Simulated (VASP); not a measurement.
Write the native input for VASP 6.6.1 that does the following.

* Task: single point
* Functional: PBE
* Potentials or basis: VASP PAW PBE potentials, release 64 (Ba_sv, Ti_sv, O)
* Cutoff: 520 eV
* k mesh: 7 × 7 × 3
* Occupations: gaussian, width 0.05 eV
* Spin: no spin polarisation
* Dipole correction: no
* Further INCAR settings: LREAL = Auto; ALGO = Normal; EDIFF = 1e-06; NBANDS = 73

The structure of BaTiO3 lies in POSCAR:

```
BaTiO3
1.0
    0.0000000000     -4.0192318612      0.0000000000
    0.0000000000      0.0000000000     -4.0192813204
   12.0576955837      0.0000000000     -0.8038562641
Ba Ti O
3 3 9
Direct
    0.0000000000     -0.1833300000      0.9166500000
    0.0000000000     -0.0499966667      0.2499833333
    0.0000000000     -0.1166633333      0.5833166667
    0.5000000000      0.4833366667      0.0833166667
    0.5000000000      0.4166700000      0.4166500000
    0.5000000000      0.3500033333      0.7499833333
    0.5000000000      0.9833366667      0.0833166667
    0.5000000000      0.9166700000      0.4166500000
    0.5000000000      0.8500033333      0.7499833333
    1.0000000000      0.4833366667      0.0833166667
    1.0000000000      0.4166700000      0.4166500000
    1.0000000000      0.3500033333      0.7499833333
    0.5000000000      0.4500033333      0.2499833333
    0.5000000000      0.3833366667      0.5833166667
    0.5000000000      0.3166700000      0.9166500000
```

This cell differs from its parent crystal: the part above a cut slid along it.

One way to write it, as run:

INCAR

```
SYSTEM = BaTiO3
  PREC = Accurate
  ENCUT = 520
  EDIFF = 1E-6
  ISMEAR = 0
  SIGMA = 0.05
  LREAL = Auto
  LASPH = .TRUE.
  NELM = 100
  ALGO = Normal
  ISIF = 2
  LWAVE = .FALSE.
  LCHARG = .FALSE.
  GGA = PE
  NBANDS = 73
```

KPOINTS

```
regular mesh
0
G
  7 7 3
  0 0 0
```

Potentials or basis: VASP PAW PBE potentials, release 64 (Ba_sv, Ti_sv, O).

The run is started by

```sh
$ cat potpaw_PBE.64/Ba_sv/POTCAR potpaw_PBE.64/Ti_sv/POTCAR potpaw_PBE.64/O/POTCAR > POTCAR
$ mpirun -np 1 vasp_std > vasp.out
```

Results of the run:

```json
{
  "Pressure": "3.3 GPa",
  "Largest force": "3.673 eV/Å",
  "Band gap on the k mesh": "1.19 eV"
}
```

Caveat: the cell differs from its parent crystal (the part above a cut slid along it); the stress differs along the axes, from 1 to 6 GPa; spin-orbit coupling is left out, which moves the levels of the heavy elements; forces of over 1 eV/Å act on the atoms, so gaps and moduli don't describe the material at rest.

Wall time 15 min on 1 thread of Intel(R) Xeon(R) Platinum 8488C (Sapphire Rapids), with other jobs on the host, peak memory 0.52 GiB.
